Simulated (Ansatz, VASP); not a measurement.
Two plane-wave programs on MnAs

INCAR

```
PREC = Accurate
ENCUT = 520
EDIFF = 1E-7
ISMEAR = -1
SIGMA = 0.05
LREAL = False
LASPH = True
NELM = 150
ALGO = Normal
ISIF = 2
LWAVE = False
LCHARG = False
ISPIN = 2
MAGMOM = 0 0 4 4
LORBIT = 11
LMAXMIX = 4
GGA = PS
NBANDS = 30
```

The input KPOINTS:

```
Automatic mesh
0
Gamma
  8 8 5
```

Contents of POSCAR:

```
MnAs
1.0
    3.6342644633      0.0000000000      0.0000000000
   -1.8171322317      3.1473653493      0.0000000000
    0.0000000000      0.0000000000      5.5748245447
As Mn
2 2
Direct
    0.6666666667      0.3333333333      0.7500000000
    0.3333333333      0.6666666667      0.2500000000
    0.0000000000      0.0000000000      0.5000000000
    0.0000000000      0.0000000000      0.0000000000
```

input.yaml

```yaml
crystal:
  lattice:
    - [3.6342644633, 0.0, 0.0]
    - [-1.8171322317, 3.1473653493, 0.0]
    - [0.0, 0.0, 5.5748245447]
  atoms:
    - { symbol: As, position: [0.6666666667, 0.3333333333, 0.75] }
    - { symbol: As, position: [0.3333333333, 0.6666666667, 0.25] }
    - { symbol: Mn, position: [0.0, 0.0, 0.5], spin: 4.0 }
    - { symbol: Mn, position: [0.0, 0.0, 0.0], spin: 4.0 }
hamiltonian:
  xc: pbesol
  pseudopotentials: { kind: paw }
magnetization:
  spin_polarized: true
kpoints:
  mp_grid: { grid: [8, 8, 5] }
scf:
  occupations: { method: fermi_dirac, width: 0.05 }
output:
  forces: true
  stress: true
  eigenvalues: true
```

Alike in both runs: task single point; functional PBEsol; k mesh 8 × 8 × 5; occupations fermi-dirac, width 0.05 eV; collinear spin.

|  | VASP | Ansatz |
| --- | --- | --- |
| version | VASP 6.6.1 | Ansatz 0.2.0 |
| potentials or method | VASP PAW PBE potentials, release 64 (As, Mn_pv) | Ansatz PAW |
| plane-wave cutoff (eV) | 520 | 420 |
| valence electrons in the cell | 36 | 60 |

|  | VASP | Ansatz | Ansatz less VASP |
| --- | --- | --- | --- |
| gap on the k mesh at the Fermi level (eV) | none | none | - |
| pressure (GPa) | -6.3 | -6.6 | -0.27 |
| traceless stress, the component that is largest in VASP (GPa) | -1.12 | -1.17 | -0.047 |
| net moment per atom (μB) | 1.38 | 1.38 | +0.003 |
| size of the moment on the site where the two differ most (μB) | 2.83 | 2.78 | -0.056 |

VASP's potentials were made for PBE, not for PBEsol. Site moments also hang on the region over which each program counts them. A gap of «none» marks a metal or a gap that the smearing closes. The functional is the same, so the differences come from potentials, cutoffs and numerics. VASP's potentials hold 36 valence electrons a cell and Ansatz's 60, so a difference there can come from the potentials and not from the codes.
